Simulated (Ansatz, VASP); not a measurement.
## Te2Mo: VASP beside Ansatz

```
Mo Te
1.0
     0.00000    3.31483    3.31483
     3.31483    0.00000    3.31483
     3.31483    3.31483    0.00000
Mo Te
1 2
Direct
  0.00000 0.00000 0.00000
  0.25000 0.25000 0.25000
  0.75000 0.75000 0.75000
```

Alike in both runs: task single point; functional PBEsol; k mesh 4 × 4 × 4; occupations gaussian, width 0.001 eV; no spin polarisation.

|  | VASP | Ansatz |
| --- | --- | --- |
| version | VASP 6.6.1 | Ansatz 0.2.0 |
| potentials or method | VASP PAW PBE potentials, release 64 (Mo_sv, Te) | plane waves |
| plane-wave cutoff (eV) | 520 | 420 |
| valence electrons in the cell | 26 | 46 |

|  | VASP | Ansatz | Ansatz less VASP |
| --- | --- | --- | --- |
| pressure (GPa) | -2.2 | -2.3 | -0.08 |

VASP's potentials were made for PBE, not for PBEsol. VASP's potentials hold 26 valence electrons a cell and Ansatz's 46, so a difference there can come from the potentials and not from the codes.

The k mesh is coarse, so the values compare programs but aren't converged. Spin-orbit coupling is off throughout.
